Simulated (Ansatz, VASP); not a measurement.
# Two plane-wave programs on CdC2

```xyz
3
Lattice="-1.7833 1.7833 2.9522 1.7833 -1.7833 2.9522 1.7833 1.7833 -2.9522" Properties=species:S:1:pos:R:3 pbc="T T T"
Cd    0.0000    0.0000    0.0000
C     0.0000    0.0000    3.5302
C     0.0000    0.0000    2.3742
```

Alike in both runs: task single point; functional LDA; k mesh 8 × 8 × 8; occupations gaussian, width 0.1 eV; no spin polarisation.

|  | VASP | Ansatz |
| --- | --- | --- |
| version | VASP 6.6.1 | Ansatz 0.2.0 |
| potentials or method | VASP PAW LDA potentials, release 64 (Cd, C), cutoff 520 eV | scalar-relativistic, plane waves, PAW |
| valence electrons in the cell | 20 | 28 |

```csv
,VASP,Ansatz,Ansatz less VASP
gap on the k mesh at the Fermi level (eV),0.73,0.75,+0.019
least direct gap on the mesh (eV),1.10,1.13,+0.030
pressure (GPa),19.4,18.1,-1.24
"traceless stress, the component that is largest in VASP (GPa)",21.79,20.97,-0.822
rms of the force components (eV/Å),5.223,5.122,-0.1007
```

LDA's correlation is that of Perdew and Zunger in VASP and of Perdew and Wang (1992) in Ansatz. Atom by atom the forces differ by 0.101 eV/Å (rms over components). VASP's potentials hold 20 valence electrons a cell and Ansatz's 28, so a difference there can come from the potentials and not from the codes.
